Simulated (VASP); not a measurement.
# Rh (P6_3/mmc) in VASP: a series of runs

Runs on Rh. Level: PBEsol. Tasks: single point, relaxation of cell and atoms.

Everything below comes from runs of VASP 6.6.1. Logs are shortened: lines on timing, memory, paths and dates and some standing lists are left out, and cuts for length are marked.

**1. The cell of the first run**

The structure is hexagonal, space group P6_3/mmc (No. 194). Conventional cell: a = 2.746 Å, b = 2.746 Å, c = 8.959 Å, α = 90.00°, β = 90.00°, γ = 120.00°. Within 3.6 Å of Rh (site symmetry -3m) lie 12 Rh at 2.74 to 2.75 Å. Within 3.6 Å of Rh (site symmetry -6m2) lie 12 Rh at 2.74 to 2.75 Å.

This isn't the form of Rh at room conditions, which is fcc.

**2. Single point, PBEsol (14.63 Å³/atom)**

Contents of INCAR:

```
SYSTEM = Rh
ALGO = Normal
EDIFF = 1E-6
ENCUT = 520
GGA = PS
ISIF = 2
ISMEAR = -1
LASPH = .TRUE.
LCHARG = .FALSE.
LREAL = .FALSE.
LWAVE = .FALSE.
NBANDS = 38
NELM = 80
PREC = Accurate
SIGMA = 0.1
```

Contents of KPOINTS:

```
k-points
0
G
  15 15 4
  0 0 0
```

Contents of POSCAR:

```
Rh
1.0
    2.7461728279      0.0000000000      0.0000000000
   -1.3730864139      2.3782554322      0.0000000000
    0.0000000000      0.0000000000      8.9585978738
Rh
4
Direct
    0.0000000000      1.0000000000      0.0000000000
    0.0000000000      1.0000000000      0.5000000000
    0.3333333333      0.6666666667      0.2500000000
    0.6666666667      0.3333333333      0.7500000000
```

Potentials or basis: VASP PAW PBE potentials, release 64 (Rh_pv).

Launch:

```console
cat potpaw_PBE.64/Rh_pv/POTCAR > POTCAR
mpirun -np 1 vasp_std > vasp.out
```

OUTCAR:

```text
SYSTEM = Rh
   EDIFF = 1E-6
   ENCUT = 520
   GGA = PS
   ISIF = 2
   ISMEAR = -1
   LASPH = .TRUE.
   LREAL = .FALSE.
   NELM = 80
   PREC = Accurate

 ion  position               nearest neighbor table
   1  0.000  0.000  0.000-   3 2.74   4 2.74   4 2.74   3 2.74   4 2.74   3 2.74
   2  0.000  0.000  0.500-   3 2.74   4 2.74   4 2.74   3 2.74   4 2.74   3 2.74
   3  0.333  0.667  0.250-   1 2.74   2 2.74   1 2.74   2 2.74   1 2.74   2 2.74
   4  0.667  0.333  0.750-   1 2.74   2 2.74   1 2.74   2 2.74   1 2.74   2 2.74

  LATTYP: Found a hexagonal cell.
 ALAT       =     2.7461728279
 C/A-ratio  =     3.2622119711

  Lattice vectors:

 A1 = (   2.7461728279,   0.0000000000,   0.0000000000)
 A2 = (  -1.3730864139,   2.3782554322,   0.0000000000)
 A3 = (   0.0000000000,   0.0000000000,   8.9585978738)

Analysis of symmetry for initial positions (statically):
=====================================================================
 Subroutine PRICEL returns:
 Original cell was already a primitive cell.

 Routine SETGRP: Setting up the symmetry group for a
 hexagonal supercell.

 Subroutine GETGRP returns: Found 24 space group operations
 (whereof 12 operations were pure point group operations)
 out of a pool of 24 trial point group operations.

The static configuration has the point symmetry D_3d.
 The point group associated with its full space group is D_6h.

Analysis of symmetry for dynamics (positions and initial velocities):
=====================================================================
 Subroutine PRICEL returns:
 Original cell was already a primitive cell.

 Routine SETGRP: Setting up the symmetry group for a
 hexagonal supercell.

 Subroutine GETGRP returns: Found 24 space group operations
 (whereof 12 operations were pure point group operations)
 out of a pool of 24 trial point group operations.

The dynamic configuration has the point symmetry D_3d.
 The point group associated with its full space group is D_6h.

 Subroutine INISYM returns: Found 24 space group operations
 (whereof 12 operations are pure point group operations),
 and found     1 'primitive' translations

----------------------------------------------------------------------------------------

                                     Primitive cell

  volume of cell :      58.5095

  direct lattice vectors                    reciprocal lattice vectors
     2.746172828  0.000000000  0.000000000     0.364143141  0.210238141  0.000000000
    -1.373086414  2.378255432  0.000000000     0.000000000  0.420476281  0.000000000
     0.000000000  0.000000000  8.958597874     0.000000000  0.000000000  0.111624611

  length of vectors
     2.746172828  2.746172828  8.958597874     0.420476281  0.420476281  0.111624611

  position of ions in fractional coordinates (direct lattice)
     0.000000000  0.000000000  0.000000000
     0.000000000  0.000000000  0.500000000
     0.333333333  0.666666667  0.250000000
     0.666666667  0.333333333  0.750000000

  ion indices of the primitive-cell ions
   primitive index   ion index
                 1           1
                 2           2
                 3           3
                 4           4

----------------------------------------------------------------------------------------

 KPOINTS: k-points

Automatic generation of k-mesh.
 Grid dimensions read from file:
 generate k-points for:   15   15    4

 Generating k-lattice:

  Cartesian coordinates                     Fractional coordinates (reciprocal lattice)
     0.024276209  0.014015876  0.000000000     0.066666667  0.000000000  0.000000000
     0.000000000  0.028031752  0.000000000     0.000000000  0.066666667  0.000000000
     0.000000000  0.000000000  0.027906153     0.000000000  0.000000000  0.250000000

  Length of vectors
     0.028031752  0.028031752  0.027906153

  Shift w.r.t. Gamma in fractional coordinates (k-lattice)
     0.000000000  0.000000000  0.000000000

 Subroutine IBZKPT returns following result:
 ===========================================

 Found     81 irreducible k-points:

 Following reciprocal coordinates:
            Coordinates               Weight
  0.000000  0.000000  0.000000      1.000000
  0.066667  0.000000  0.000000      6.000000
  0.133333  0.000000  0.000000      6.000000
  0.200000  0.000000  0.000000      6.000000
  0.266667  0.000000  0.000000      6.000000
  0.333333  0.000000  0.000000      6.000000
[... 16 lines left out ...]
  0.333333  0.200000  0.000000     12.000000
  0.400000  0.200000  0.000000      6.000000
 [... further k-points ...]
   k-points           NKPTS =     81   k-points in BZ     NKDIM =     81   number of bands    NBANDS=     38
   number of dos      NEDOS =    301   number of ions     NIONS =      4
   total plane-waves  NPLWV =  28000
   dimension x,y,z NGX =    20 NGY =   20 NGZ =   70
   dimension x,y,z NGXF=    40 NGYF=   40 NGZF=  140
   ions per type =               4
   NGX,Y,Z   is equivalent  to a cutoff of  12.11, 12.11, 12.99 a.u.
   NGXF,Y,Z  is equivalent  to a cutoff of  24.21, 24.21, 25.98 a.u.
 SYSTEM =  Rh
   PREC   = accura    normal or accurate (medium, high low for compatibility)
   ISTART =      0    job   : 0-new  1-cont  2-samecut
   ICHARG =      2    charge: 1-file 2-atom 10-const
   ISPIN  =      1    spin polarized calculation?
   LNONCOLLINEAR =      F non collinear calculations
   LSORBIT =      F    spin-orbit coupling
   LASPH  =      T    aspherical Exc in radial PAW
   ENCUT  =  520.0 eV  38.22 Ry    6.18 a.u.   5.11  5.11 16.66*2*pi/ulx,y,z
   NELM   =     80;   NELMIN=  2; NELMDL= -5     # of ELM steps
   EDIFF  = 0.1E-05   stopping-criterion for ELM
   LREAL  =      F    real-space projection
   EDIFFG = 0.1E-04   stopping-criterion for IOM
   NSW    =      0    number of steps for IOM
   IBRION =     -1    ionic relax: 0-MD 1-quasi-New 2-CG
   NFREE  =      0    steps in history (QN), initial steepest desc. (CG)
   ISIF   =      2    stress and relaxation
   ISYM   =      2    0-nonsym 1-usesym 2-fastsym
   POTIM  = 0.5000    time-step for ionic-motion
   TEBEG  =    0.0;   TEEND  =   0.0 temperature during run
   PSTRESS=    0.0 pullay stress
   NELECT =      60.0000    total number of electrons
   NUPDOWN=      -1.0000    fix difference up-down
   EMIN   =  10.00;   EMAX   =-10.00  energy-range for DOS
   EFERMI =   0.00;   METHOD = LEGACY
   ISMEAR =    -1;   SIGMA  =   0.10  broadening in eV -4-tet -1-fermi 0-gaus
   EFERMI_NEDOS =   21; number of points for ismear=-14 and -15
   IALGO  =     38    algorithm
   IMIX   =      4    mixing-type and parameters
     AMIX     =   0.40;   BMIX     =  1.00
     AMIX_MAG =   1.60;   BMIX_MAG =  1.00
  volume/ion in A,a.u.               =      14.63        98.71
  Fermi-wavevector in a.u.,A,eV,Ry     =   1.650884  3.119718 37.081544  2.725417
  Thomas-Fermi vector in A             =   2.739757
   LORBIT       =      0    0 simple, 1 ext, 2 COOP (PROOUT), +10 PAW based schemes
   GGA     = PS    functional components
   LHFCALC =     F    Hartree Fock is set to
   AEXX    =    0.0000 exact exchange contribution
   IVDW    =     0    specifies the selected vdW correction
   LEPSILON=     F    determine dielectric tensor
   LRPA    =     F    only Hartree local field effects (RPA)
 non-spin polarized calculation
  energy-cutoff  :      520.00
  volume of cell :       58.51
 maximum number of plane-waves:      1602
   NGX = 11   NGY = 11   NGZ = 33

 number of electron      60.0000011 magnetization

 Free energy of the ion-electron system (eV)
  ---------------------------------------------------
  ext. energy  EPLUGINS =         0.00000000
  ---------------------------------------------------
  free energy    TOTEN  =       -32.29474900 eV

  energy without entropy =      -32.08295836  energy(sigma->0) =      -32.18885368

 E-fermi :  10.6686     XC(G=0): -13.8218

 val. band max:       10.6629903961   @ k =   0.1333   0.1333   0.0000
 cond. band min:      10.6709071064   @ k =   0.3333   0.3333   0.2500
 fundamental gap:      0.0079167103
 Fermi energy:        10.6685903546

 k-point     1 :       0.0000    0.0000    0.0000
  band No.  band energies     occupation
      1     -36.1616      2.00000
      2     -35.8710      2.00000
      3     -35.8668      2.00000
      4     -35.6517      2.00000
      5     -35.6517      2.00000
      6     -35.6165      2.00000
[... 30 lines left out ...]
     37      18.6204      0.00000
     38      24.8166      0.00000

 k-point     2 :       0.0667    0.0000    0.0000
  band No.  band energies     occupation
      1     -36.1533      2.00000
      2     -35.8734      2.00000
      3     -35.8690      2.00000
      4     -35.6711      2.00000
      5     -35.6579      2.00000
      6     -35.6314      2.00000
[... 30 lines left out ...]
     37      18.6011      0.00000
     38      24.9593      0.00000

 k-point     3 :       0.1333    0.0000    0.0000
  band No.  band energies     occupation
      1     -36.1292      2.00000
      2     -35.8847      2.00000
      3     -35.8788      2.00000
      4     -35.7245      2.00000
      5     -35.6753      2.00000
      6     -35.6723      2.00000
[... 30 lines left out ...]
     37      18.5550      0.00000
     38      25.2991      0.00000

 k-point     4 :       0.2000    0.0000    0.0000
  band No.  band energies     occupation
      1     -36.0920      2.00000
      2     -35.9172      2.00000
      3     -35.9062      2.00000
      4     -35.8002      2.00000
      5     -35.7415      2.00000
      6     -35.7003      2.00000
[... 30 lines left out ...]
     37      18.5177      0.00000
     38      25.1301      0.00000
[... 703 lines left out ...]
      4     -35.9668      2.00000
      5     -35.9387      2.00000
      6     -35.8495      2.00000
[... 30 lines left out ...]
     37      20.1115      0.00000
     38      20.1587      0.00000

 k-point    23 :       0.3333    0.2000    0.0000
  band No.  band energies     occupation
      1     -36.0937      2.00000
      2     -36.0693      2.00000
      3     -36.0112      2.00000
      4     -35.9892      2.00000
      5     -35.9014      2.00000
      6     -35.8705      2.00000
[... 30 lines left out ...]
     37      20.0007      0.00000
     38      20.0743      0.00000

 k-point    24 :       0.4000    0.2000    0.0000
  band No.  band energies     occupation
      1     -36.1034      2.00000
      2     -36.0769      2.00000
      3     -36.0177      2.00000
      4     -35.9983      2.00000
      5     -35.8852      2.00000
      6     -35.8732      2.00000
[... 30 lines left out ...]
     37      19.3763      0.00000
     38      19.3909      0.00000

 [... further k-points ...]

------------------------ aborting loop because EDIFF is reached ----------------------------------------

  FORCE on cell =-STRESS in cart. coord.  units (eV):
  Direction    XX          YY          ZZ          XY          YZ          ZX
  --------------------------------------------------------------------------------------
  -------------------------------------------------------------------------------------
  Total       -6.7181866     -6.7181866     -6.8074036     -0.0000000      0.0000000      0.0000000
  in kB     -183.9654374   -183.9654374   -186.4084838     -0.0000000      0.0000000      0.0000000
  external PRESSURE =    -184.7797862 kB  Pullay stress =       0.0000000 kB

 VOLUME and BASIS-vectors are now :
 -----------------------------------------------------------------------------
  energy-cutoff  :      520.00
  volume of cell :       58.51
      direct lattice vectors                 reciprocal lattice vectors
     2.746172828  0.000000000  0.000000000     0.364143141  0.210238141  0.000000000
    -1.373086414  2.378255432  0.000000000     0.000000000  0.420476281  0.000000000
     0.000000000  0.000000000  8.958597874     0.000000000  0.000000000  0.111624611

 POSITION                                       TOTAL-FORCE (eV/Angst)
 -----------------------------------------------------------------------------------
      0.00000      0.00000      0.00000         0.000000      0.000000      0.000000
      0.00000      0.00000      4.47930         0.000000      0.000000      0.000000
     -0.00000      1.58550      2.23965         0.000000     -0.000000      0.000000
      1.37309      0.79275      6.71895        -0.000000      0.000000     -0.000000
 -----------------------------------------------------------------------------------
    total drift:                                0.000000     -0.000000      0.000000

  FREE ENERGIE OF THE ION-ELECTRON SYSTEM (eV)
  ---------------------------------------------------
  free  energy   TOTEN  =       -32.2947489994 eV

  energy  without entropy=      -32.0829583600  energy(sigma->0) =      -32.18885368
```

Run time: 77 s. Hardware: 1 thread of Intel Xeon 6975P-C (Granite Rapids), shared host; peak memory 0.25 GiB.

What came out:

| Property | Result |
| --- | --- |
| Free energy | -32.2947 eV |
| Pressure | -18.5 GPa |
| Band gap on the k mesh | zero (bands 30 and 31 overlap by 1.70 eV) |

Levels at points of the mesh, in eV from the Fermi level:
```csv
k point,band 26,band 27,band 28,band 29,band 30,band 31,band 32,band 33,band 34,band 35
"(0.00, 0.00, 0.00)",-2.40,-2.40,-1.31,-1.31,-0.76,-0.76,-0.31,-0.31,0.39,0.39
"(0.00, 0.00, 0.50)",-2.60,-1.05,-1.05,-1.03,-1.03,-1.03,-1.03,0.08,0.08,0.08
```

Caveat: the cell stands under tension; the PAW data sets were made with another functional, which shifts forces and pressure a little.

**3. Single point, PBEsol (15.17 Å³/atom)**

This run uses another cell than the first one, of 15.17 Å³/atom.

Contents of INCAR:

```
SYSTEM = Rh
  PREC = Accurate
  ENCUT = 520
  EDIFF = 1E-7
  ISMEAR = -1
  SIGMA = 0.1
  LREAL = .FALSE.
  LASPH = .TRUE.
  NELM = 80
  ALGO = Normal
  ISIF = 2
  LWAVE = .FALSE.
  LCHARG = .FALSE.
  GGA = PS
  NBANDS = 38
```

Contents of KPOINTS:

```
regular mesh
0
G
  15 15 4
  0 0 0
```

Contents of POSCAR:

```
Rh
1.0
    2.7796660414      0.0000000000      0.0000000000
   -1.3898330207      2.4072614059      0.0000000000
    0.0000000000      0.0000000000      9.0678598357
Rh
4
Direct
    0.0000000000      1.0000000000      0.0000000000
    0.0000000000      1.0000000000      0.5000000000
    0.3333333333      0.6666666667      0.2500000000
    0.6666666667      0.3333333333      0.7500000000
```

Potentials or basis: VASP PAW PBE potentials, release 64 (Rh_pv).

Launch:

```console
cat potpaw_PBE.64/Rh_pv/POTCAR > POTCAR
mpirun -np 1 vasp_std > vasp.out
```

OUTCAR:

```text
SYSTEM = Rh
   PREC = Accurate
   ENCUT = 520
   EDIFF = 1E-7
   ISMEAR = -1
   LREAL = .FALSE.
   LASPH = .TRUE.
   NELM = 80
   ISIF = 2
   GGA = PS

 ion  position               nearest neighbor table
   1  0.000  0.000  0.000-   3 2.78   4 2.78   4 2.78   3 2.78   4 2.78   3 2.78
   2  0.000  0.000  0.500-   3 2.78   4 2.78   4 2.78   3 2.78   4 2.78   3 2.78
   3  0.333  0.667  0.250-   1 2.78   2 2.78   1 2.78   2 2.78   1 2.78   2 2.78
   4  0.667  0.333  0.750-   1 2.78   2 2.78   1 2.78   2 2.78   1 2.78   2 2.78

  LATTYP: Found a hexagonal cell.
 ALAT       =     2.7796660414
 C/A-ratio  =     3.2622119710
[... 1184 lines left out ...]
  --------------------------------------------------------------------------------------
  -------------------------------------------------------------------------------------
  Total       -9.3024193     -9.3024193     -9.4246718      0.0000000      0.0000000     -0.0000000
  in kB     -245.6324953   -245.6324953   -248.8606017      0.0000000      0.0000000     -0.0000000
  external PRESSURE =    -246.7085308 kB  Pullay stress =       0.0000000 kB

 VOLUME and BASIS-vectors are now :
 -----------------------------------------------------------------------------
  energy-cutoff  :      520.00
  volume of cell :       60.68
      direct lattice vectors                 reciprocal lattice vectors
     2.779666041  0.000000000  0.000000000     0.359755447  0.207704904  0.000000000
    -1.389833021  2.407261406  0.000000000     0.000000000  0.415409809  0.000000000
     0.000000000  0.000000000  9.067859836     0.000000000  0.000000000  0.110279605

 POSITION                                       TOTAL-FORCE (eV/Angst)
 -----------------------------------------------------------------------------------
      0.00000      0.00000      0.00000         0.000000      0.000000     -0.000000
      0.00000      0.00000      4.53393         0.000000      0.000000     -0.000000
     -0.00000      1.60484      2.26696        -0.000000     -0.000000      0.000000
      1.38983      0.80242      6.80089         0.000000      0.000000      0.000000
 -----------------------------------------------------------------------------------
    total drift:                               -0.000000      0.000000      0.000000

  FREE ENERGIE OF THE ION-ELECTRON SYSTEM (eV)
  ---------------------------------------------------
  free  energy   TOTEN  =       -32.0029040451 eV

  energy  without entropy=      -31.7760400980  energy(sigma->0) =      -31.88947207
```

stdout:

```text
POSCAR found type information on POSCAR Rh
 POSCAR found :  1 types and       4 ions
 scaLAPACK will be used
 -----------------------------------------------------------------------------
|                                                                             |
|                                                                             |
|     You enforced a specific xc type in the INCAR file but a different       |
|     I HOPE YOU KNOW WHAT YOU ARE DOING!                                     |
|                                                                             |
 -----------------------------------------------------------------------------

 LDA part: xc-table for (Slater+PW92), standard interpolation
 POSCAR, INCAR and KPOINTS ok, starting setup
 FFT: planning ... GRIDC
 FFT: planning ... GRID_SOFT
 FFT: planning ... GRID
 WAVECAR not read
 entering main loop
```

Run time: 87 s. Hardware: 1 thread of Intel Xeon 6975P-C (Granite Rapids), shared host; peak memory 0.27 GiB.

What came out:

| Property | Result |
| --- | --- |
| Free energy | -32.0029 eV |
| Pressure | -24.7 GPa |
| Band gap on the k mesh | zero (bands 30 and 31 overlap by 1.61 eV) |

Levels at points of the mesh, in eV from the Fermi level:
```tsv
k point	band 26	band 27	band 28	band 29	band 30	band 31	band 32	band 33	band 34	band 35
(0.00, 0.00, 0.00)	-2.26	-2.26	-1.23	-1.23	-0.72	-0.72	-0.30	-0.30	0.37	0.37
(0.00, 0.00, 0.50)	-2.46	-0.97	-0.97	-0.97	-0.97	-0.97	-0.97	0.07	0.07	0.07
```

Caveat: the cell stands under tension; the PAW data sets were made with another functional, which shifts forces and pressure a little.

(Part 1 of 2 ends here.)
